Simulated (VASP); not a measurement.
# RbSrBr3: single point with r2SCAN

The system is RbSrBr3.

```
Rb Sr Br
1.0
     5.94608    0.00000    0.00000
     0.00000    5.94608    0.00000
     0.00000    0.00000    5.94608
Rb Sr Br
1 1 3
Direct
  0.00000 0.00000 0.00000
  0.50000 0.50000 0.50000
  0.50000 0.50000 0.00000
  0.50000 0.00000 0.50000
  0.00000 0.50000 0.50000
```

```yaml
Program: VASP 6.6.1
Task: single point
Functional: r2SCAN
Potentials_or_basis: VASP PAW PBE potentials, release 64 (Rb_sv, Sr_sv, Br)
Cutoff: 520 eV
k_mesh: 4 × 4 × 4
Occupations: gaussian, width 0.01 eV
Spin: no spin polarisation
Dipole_correction: no
Further_INCAR_settings: ALGO = Normal; EDIFF = 1e-06; NBANDS = 28
```

| Quantity | Value |
| --- | --- |
| Pressure | 0.1 GPa |
| Band gap on the k mesh | 4.60 eV (least direct gap 4.84 eV) |

Levels at points of the mesh, in eV from the valence-band top:
```tsv
k point	band 17	band 18	band 19	band 20	band 21	band 22	band 23	band 24
(0.00, 0.00, 0.00)	-0.46	-0.24	-0.24	-0.24	4.60	5.80	5.80	5.80
(0.50, 0.00, 0.00)	-0.73	-0.57	-0.33	-0.33	6.00	6.31	6.36	7.06
(0.50, 0.50, 0.00)	-0.75	-0.70	-0.70	-0.01	7.10	7.14	7.14	7.37
(0.50, 0.50, 0.50)	-1.33	0.00	0.00	0.00	6.14	7.02	7.02	7.02
```

Wall time 5.2 min on 1 thread of Intel Xeon 8259CL (shared host), peak memory 0.39 GiB.

Caveat: the PAW data sets were made with another functional, which shifts forces and pressure a little. A k mesh can miss the band edges.
